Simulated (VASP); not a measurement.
Input of a VASP 6.6.1 run:

Contents of INCAR:

```
SYSTEM = GaCuSe2
PREC = Accurate
ENCUT = 520
EDIFF = 1E-6
ISMEAR = 0
SIGMA = 0.01
LREAL = .FALSE.
LASPH = .TRUE.
NELM = 60
ALGO = Normal
ISIF = 2
LWAVE = .FALSE.
LCHARG = .FALSE.
GGA = PE
NBANDS = 46
```

File KPOINTS:

```
regular mesh
0
G
  6 6 6
  0 0 0
```

POSCAR

```
GaCuSe2
1.0
   -2.8919642000      2.8919642000      5.7403877114
    2.8919642000     -2.8919642000      5.7403877114
    2.8919642000      2.8919642000     -5.7403877114
Ga Cu Se
2 2 4
Direct
    0.5000000000      0.5000000000      0.0000000000
    0.2500000000      0.7500000000      0.5000000000
    0.0000000000      0.0000000000      0.0000000000
    0.7500000000      0.2500000000      0.5000000000
    0.3750000000      0.3687906305      0.4937906305
    0.6312093695      0.1250000000      1.0062093695
    0.8750000000      0.8812093695      0.5062093695
    0.1187906305      0.6250000000     -0.0062093695
```

Potentials or basis: VASP PAW PBE potentials, release 64 (Ga_d, Cu, Se).

Run with:

```console
$ cat potpaw_PBE.64/Ga_d/POTCAR potpaw_PBE.64/Cu/POTCAR potpaw_PBE.64/Se/POTCAR > POTCAR
$ mpirun -np 1 vasp_std > vasp.out
```

Problem. Estimate the band gap on the k mesh.

Solution. 0.09 eV.

Problem. Predict the pressure.

Solution. -2.9 GPa.

Forces on the atoms (eV/Å):
```
Ga   0.000  0.000  0.000
Ga   0.000  0.000  0.000
Cu   0.000  0.000  0.000
Cu   0.000  0.000  0.000
Se   0.059  0.000  0.000
Se   0.000 -0.059  0.000
Se  -0.059  0.000  0.000
Se   0.000  0.059  0.000
```
